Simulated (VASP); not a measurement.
Runs of VASP 6.6.1 on PbSe. It takes space group F-43m (No. 216, cubic). The conventional cell has a = 6.846 Å, b = 6.846 Å, c = 6.846 Å, α = 90.00°, β = 90.00°, γ = 90.00°. Within 3.9 Å of Pb (site symmetry -43m) lie 4 Se at 2.96 Å. Se (site symmetry -43m) has 4 Pb at 2.96 Å within 3.9 Å. 

```tsv
task	level	potentials or basis	k mesh	cutoff (eV)	smearing	GW scheme	GW iterations	cutoff of the response function	frequency points	empty bands	gap on the mesh (eV)	pressure (GPa)
single point	LDA	VASP PAW LDA potentials, release 64 (Pb_d, Se)	2 × 2 × 2	500	gaussian 0.01 eV	-	-	-	-	-	1.01	-2.9
single point	r2SCAN+rVV10	VASP PAW PBE potentials, release 64 (Pb_d, Se)	4 × 4 × 4	550	gaussian 0.01 eV	-	-	-	-	-	(c)	-0.6
single point	r2SCAN	VASP PAW PBE potentials, release 64 (Pb_d, Se)	4 × 4 × 4	550	methfessel-paxton 0.5 eV	-	-	-	-	-	(a)	-0.1
single point	r2SCAN	VASP PAW PBE potentials, release 64 (Pb_d, Se)	4 × 4 × 4	550	gaussian 0.01 eV	-	-	-	-	-	(b)	0.0
single point	PBEsol	VASP PAW PBE potentials, release 64 (Pb_d, Se)	4 × 4 × 4	500	gaussian 0.01 eV	-	-	-	-	-	0.54	-1.0
```

Alike in all rows: no spin polarisation; cell a = 4.841 Å, angles 60.0°, 2 atoms.

Question: Fill in the values left out.

Answer: (a) 0.79; (b) 0.80; (c) 0.73.

Caveats: some runs use coarse meshes; spin-orbit coupling is left out, which moves the levels of the heavy elements; the PAW data sets were made with another functional, which shifts forces and pressure a little (some runs).

A k mesh can miss the band edges, and the runs leave out spin-orbit coupling on Pb, Se.
